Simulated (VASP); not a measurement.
Wanted: the native input for a VASP 6.6.1 run.

| Property | Result |
| --- | --- |
| Task | single point |
| Functional | PBE |
| Potentials or basis | VASP PAW PBE potentials, release 64 (Mo_sv, Si) |
| Cutoff | 520 eV |
| k mesh | 12 × 12 × 12 |
| Occupations | fermi-dirac, width 0.05 eV |
| Spin | no spin polarisation |
| Dipole correction | no |
| Further INCAR settings | ALGO = Normal; EDIFF = 1e-06; NBANDS = 18 |

The structure of Si2Mo lies in POSCAR:

```
Si2Mo
1.0
   -1.5673377739      1.5673377739      3.8502632003
    1.5673377739     -1.5673377739      3.8502632003
    1.5673377739      1.5673377739     -3.8502632003
Mo Si
1 2
Direct
    0.0000000000      0.0000000000      0.0000000000
    0.6670000000      0.6670000000      0.0000000000
    0.3330000000      0.3330000000      0.0000000000
```

The input as run:

INCAR

```
ALGO     = Normal         # electronic algorithm
EDIFF    = 1E-6           # SCF threshold, eV
ENCUT    = 520            # plane-wave cutoff, eV
GGA      = PE             # functional
ISIF     = 2              # what is computed and relaxed
ISMEAR   = -1             # smearing method
LASPH    = T              # aspherical terms in the spheres
LCHARG   = F              # write CHGCAR
LREAL    = F              # projectors in reciprocal space
LWAVE    = F              # write WAVECAR
NBANDS   = 18             # bands
NELM     = 80             # most SCF steps
PREC     = Accurate       # precision mode
SIGMA    = 0.05           # smearing width, eV
```

KPOINTS

```
k-points
0
Gamma
  12 12 12
```

Potentials or basis: VASP PAW PBE potentials, release 64 (Mo_sv, Si).

Launch:

```console
$ cat potpaw_PBE.64/Mo_sv/POTCAR potpaw_PBE.64/Si/POTCAR > POTCAR
$ mpirun -np 1 vasp_std > vasp.out
```

It gave:

The pressure is 17.9 GPa and the largest force is 0.171 eV/Å. The band gap on the k mesh is zero (bands 11 and 12 overlap by 1.07 eV).

Caveat: the cell stands under pressure.

It took 100 s on 1 thread of AMD EPYC 9R45 96-Core Processor (Zen 5), with other jobs on the host, peak memory 0.24 GiB.
